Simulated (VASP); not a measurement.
## Si: single point with LDA

Si:

```xyz
2
Lattice="0.0000 2.7008 2.7008 2.7008 0.0000 2.7008 2.7008 2.7008 0.0000" Properties=species:S:1:pos:R:3 pbc="T T T"
Si    2.7008    2.7008    2.7008
Si    4.0512    4.0512    4.0512
```

- Program: VASP 6.6.1
- Task: single point
- Functional: LDA
- Potentials or basis: VASP PAW LDA potentials, release 64 (Si)
- Cutoff: 520 eV
- k mesh: 12 × 12 × 12
- Occupations: gaussian, width 0.01 eV
- Spin: no spin polarisation

```json
{"Pressure": "0.1 GPa", "Band gap on the k mesh": "0.44 eV (least direct gap 2.53 eV)"}
```

Levels at points of the mesh, in eV from the valence-band top:
| k point | band 1 | band 2 | band 3 | band 4 | band 5 | band 6 | band 7 | band 8 |
| --- | --- | --- | --- | --- | --- | --- | --- | --- |
| (0.00, 0.00, 0.00) | -12.07 | 0.00 | 0.00 | 0.00 | 2.53 | 2.53 | 2.53 | 3.39 |
| (0.50, 0.00, 0.00) | -9.69 | -7.07 | -1.21 | -1.21 | 1.49 | 3.29 | 3.29 | 7.54 |
| (0.50, 0.50, 0.00) | -7.87 | -7.87 | -2.89 | -2.89 | 0.57 | 0.57 | 10.12 | 10.12 |

Wall time 32 s on 1 thread of Intel Xeon 8259CL, on a shared host, peak memory 0.14 GiB.

A k mesh can miss the band edges.
